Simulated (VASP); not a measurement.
A run of VASP 6.6.1 is set up as follows.

POSCAR

```
LiF
1.0
    2.4550000000      0.0000000000      0.0000000000
    0.0000000000      2.4550000000      0.0000000000
    0.0000000000      0.0000000000      2.4550000000
Li F
1 1
Direct
    0.0000000000      0.0000000000      0.0000000000
    0.5000000000      0.5000000000      0.5000000000
```

File INCAR.step1:

```
ALGO = Normal ; EDIFF = 1E-4
ENCUT = 520 ; GGA = PE
ISMEAR = 0 ; LASPH = T
LCHARG = F ; LREAL = F
LWAVE = T ; NBANDS = 12
NELM = 80 ; PREC = Accurate
SIGMA = 0.02
```

File INCAR.step2:

```
ALGO = Normal ; EDIFF = 1E-6
ENCUT = 520 ; ISIF = 2
ISMEAR = 0 ; ISTART = 1
IVDW = 12 ; LASPH = T
LCHARG = F ; LMIXTAU = T
LREAL = F ; LWAVE = F
METAGGA = R2SCAN ; NBANDS = 12
NELM = 80 ; PREC = Accurate
SIGMA = 0.02 ; VDW_A1 = 0.49484001
VDW_A2 = 5.73083694 ; VDW_S6 = 1.0
VDW_S8 = 0.78981345
```

File KPOINTS:

```
k-points
0
Gamma
  10 10 10
```

Potentials or basis: VASP PAW PBE potentials, release 64 (Li_sv, F).

The run is started by

```console
$ cat potpaw_PBE.64/Li_sv/POTCAR potpaw_PBE.64/F/POTCAR > POTCAR
$ cp INCAR.step1 INCAR
$ mpirun -np 1 vasp_std > vasp.out
$ cp INCAR.step2 INCAR
$ mpirun -np 1 vasp_std > vasp.out
```

(1) Estimate the band gap on the k mesh.

(2) What does it give for the dispersion energy per atom?

## Answers

(1) 9.88 eV (least direct gap 10.71 eV).

(2) -0.093 eV.
